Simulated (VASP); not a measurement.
Wanted: the native input for a VASP 6.6.1 run.

* Task: single point
* Functional: LDA
* Potentials or basis: VASP PAW LDA potentials, release 64 (Sn_d, O)
* Cutoff: 520 eV
* k mesh: 6 × 6 × 6
* Occupations: gaussian, width 0.02 eV
* Spin: no spin polarisation
* Dipole correction: no
* Further INCAR settings: ALGO = Normal; EDIFF = 1e-06; NBANDS = 64

The structure of SnO2 lies in POSCAR:

```
SnO2
1.0
    4.6456806922      0.0000000000      0.0000000000
    0.0000000000      5.5882304988      0.0000000000
    0.0000000000      0.0000000000      5.1257659509
Sn O
4 8
Direct
    0.5000000000      0.6714278854      0.7500000000
    0.0000000000      0.8285721146      0.2500000000
    0.5000000000      0.3285721146      0.2500000000
    0.0000000000      0.1714278854      0.7500000000
    0.7345448422      0.5996553807      0.0749693619
    0.2345448422      0.9003446193      0.9250306381
    0.7654551578      0.9003446193      0.5749693619
    0.2654551578      0.5996553807      0.4250306381
    0.7345448422      0.4003446193      0.5749693619
    0.2345448422      0.0996553807      0.4250306381
    0.7654551578      0.0996553807      0.0749693619
    0.2654551578      0.4003446193      0.9250306381
```

These files were run (other wordings do the same):

INCAR

```
SYSTEM = SnO2
ALGO = Normal
EDIFF = 1E-6
ENCUT = 520
ISIF = 2
ISMEAR = 0
LASPH = .TRUE.
LCHARG = .TRUE.
LELF = .TRUE.
LREAL = .FALSE.
LVHAR = .TRUE.
LWAVE = .FALSE.
NBANDS = 64
NELM = 100
PREC = Accurate
SIGMA = 0.02
```

KPOINTS

```
k-points
0
G
  6 6 6
  0 0 0
```

Potentials or basis: VASP PAW LDA potentials, release 64 (Sn_d, O).

The run is started by

```sh
$ cat potpaw_LDA.64/Sn_d/POTCAR potpaw_LDA.64/O/POTCAR > POTCAR
$ mpirun -np 1 vasp_std > vasp.out
```

It gave:

| Item | Value |
| --- | --- |
| Pressure | 11.3 GPa |
| Largest force | 0.023 eV/Å |
| Band gap on the k mesh | 2.02 eV |

Caveat: the cell stands under pressure; spin-orbit coupling is left out, which moves the levels of the heavy elements.

It took 7.3 min on 1 thread of Intel(R) Xeon(R) Platinum 8375C CPU @ 2.90GHz (Ice Lake), on a shared host, peak memory 0.45 GiB.
